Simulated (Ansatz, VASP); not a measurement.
**Two plane-wave programs on AlN**

```
CELL_PARAMETERS angstrom
0.00000 2.13941 2.13941
2.13941 0.00000 2.13941
2.13941 2.13941 0.00000
ATOMIC_POSITIONS crystal
Al 0.00000 0.00000 0.00000
N 0.25000 0.25000 0.25000
```

Alike in both runs: task single point; functional B3LYP; k mesh 5 × 5 × 5; occupations fermi-dirac, width 0.05 eV; no spin polarisation.

```csv
,VASP,Ansatz
version,VASP 6.6.1,Ansatz 0.2.0
potentials or method,"VASP PAW PBE potentials, release 64 (Al, N)",Ansatz PAW
plane-wave cutoff (eV),520,420
valence electrons in the cell,8,8
```

Ansatz gave:

- gap on the k mesh at the Fermi level (eV): 5.96
- least direct gap on the mesh (eV): 6.81
- pressure (GPa): 17.3

Q: Estimate VASP's values.

A: gap on the k mesh at the Fermi level (eV): 5.97; least direct gap on the mesh (eV): 6.81; pressure (GPa): 18.2.

VASP's potentials were made for PBE, not for B3LYP. The functional is the same, so the differences come from potentials, cutoffs and numerics.

The k mesh is coarse, so the values compare programs but aren't converged. Noted on Ansatz's run: odd divisions of the mesh miss points on the zone boundary, where band edges often lie, so the gap on the mesh can be too wide.
